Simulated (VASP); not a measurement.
Set up this calculation in VASP 6.6.1, as the native input.

```yaml
Task: electric field gradients
Functional: PBEsol
Potentials_or_basis: VASP PAW PBE potentials, release 64 (B, N)
Cutoff: 520 eV
k_mesh: 11 × 11 × 4
Occupations: fermi-dirac, width 0.02 eV
Spin: no spin polarisation
Dipole_correction: no
Further_INCAR_settings: ALGO = Normal; EDIFF = 1e-08; NBANDS = 16
```

The structure of BN lies in POSCAR:

```
BN
1.0
    2.4288719532      0.0000000000      0.0000000000
   -1.2144359766      2.1034648140      0.0000000000
    0.0000000000      0.0000000000      6.6612000000
B N
2 2
Direct
    0.3333333333      0.6666666667      0.2500000000
    0.6666666667      0.3333333333      0.7500000000
    0.3333333333      0.6666666667      0.7500000000
    0.6666666667      0.3333333333      0.2500000000
```

This cell differs from its parent crystal: equal xx and yy strain of -3 %.

These files were run (other wordings do the same):

INCAR

```
  PREC = Accurate
  ENCUT = 520
  EDIFF = 1E-8
  ISMEAR = -1
  SIGMA = 0.02
  LREAL = F
  LASPH = T
  NELM = 100
  ALGO = Normal
  ISIF = 2
  LWAVE = F
  LCHARG = F
  GGA = PS
  LEFG = T
  NBANDS = 16
```

KPOINTS

```
regular mesh
0
Gamma
  11 11 4
```

Potentials or basis: VASP PAW PBE potentials, release 64 (B, N).

Command:

```sh
$ cat potpaw_PBE.64/B/POTCAR potpaw_PBE.64/N/POTCAR > POTCAR
$ mpirun -np 1 vasp_std > vasp.out
```

Results of the run:

The pressure is 25.8 GPa. The band gap on the k mesh is 4.39 eV, indirect (least direct gap 4.83 eV).

Caveat: the cell differs from its parent crystal (equal xx and yy strain of -3 %); without QUAD_EFG the Cq values of the log hold for a quadrupole moment of 1 mb, not for the nuclei; the PAW data sets were made with another functional, which shifts forces and pressure a little; this functional lacks dispersion, which binds the layers, so the pressure and a relaxed spacing across them are unreliable.

Wall time 38 s on 1 thread of Intel Xeon 8259CL, on a shared host, peak memory 0.15 GiB.
